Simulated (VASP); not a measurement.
A run of VASP 6.6.1:

The input POSCAR:

```
Be2C
1.0
    0.0000000000      2.1604856457      2.1604856457
    2.1604856457      0.0000000000      2.1604856457
    2.1604856457      2.1604856457      0.0000000000
Be C
2 1
Direct
    0.7500000000      0.7500000000      0.7500000000
    0.2500000000      0.2500000000      0.2500000000
    0.0000000000      0.0000000000      0.0000000000
```

File INCAR.step1:

```
SYSTEM = Be2C
PREC = Accurate
ENCUT = 500
EDIFF = 1E-8
ISMEAR = 0
SIGMA = 0.01
LREAL = .False.
LASPH = .True.
NELM = 60
ALGO = Normal
LWAVE = .True.
LCHARG = .False.
GGA = PE
```

Contents of INCAR.step2:

```
SYSTEM = Be2C
PREC = Accurate
ENCUT = 500
EDIFF = 1E-8
ISMEAR = 0
SIGMA = 0.01
LREAL = .False.
LASPH = .True.
NELM = 1
ALGO = Exact
LWAVE = .True.
LCHARG = .False.
GGA = PE
NBANDS = 143
LOPTICS = .True.
ISTART = 1
```

INCAR.step3

```
SYSTEM = Be2C
PREC = Accurate
ENCUT = 500
EDIFF = 1E-8
ISMEAR = 0
SIGMA = 0.01
LREAL = .False.
LASPH = .True.
ALGO = EVGW0
LWAVE = .False.
LCHARG = .False.
GGA = PE
NELMGW = 1
NBANDS = 143
ENCUTGW = 200
NOMEGA = 96
PRECFOCK = Fast
ISTART = 1
NBANDSGW = 12
OMEGAMAX = 20
```

Contents of KPOINTS:

```
Automatic mesh
0
Gamma
  6 6 6
  0 0 0
```

Potentials or basis: VASP PAW PBE potentials, release 64 (Be_GW, C_GW).

The run is started by

```console
$ cat potpaw_PBE.64/Be_GW/POTCAR potpaw_PBE.64/C_GW/POTCAR > POTCAR
$ cp INCAR.step1 INCAR
$ mpirun -np 1 vasp_std > vasp.out
$ cp INCAR.step2 INCAR
$ mpirun -np 1 vasp_std > vasp.out
$ cp INCAR.step3 INCAR
$ mpirun -np 1 vasp_std > vasp.out
```

Hardware: 1 thread of Intel(R) Xeon(R) 6975P-C (Granite Rapids) (shared host).

**Question.** Estimate the wall time of this run.

**Answer.** Wall time 3.3 min on 1 thread of Intel(R) Xeon(R) 6975P-C (Granite Rapids) (shared host), peak memory 0.55 GiB. Counts: k points 16.
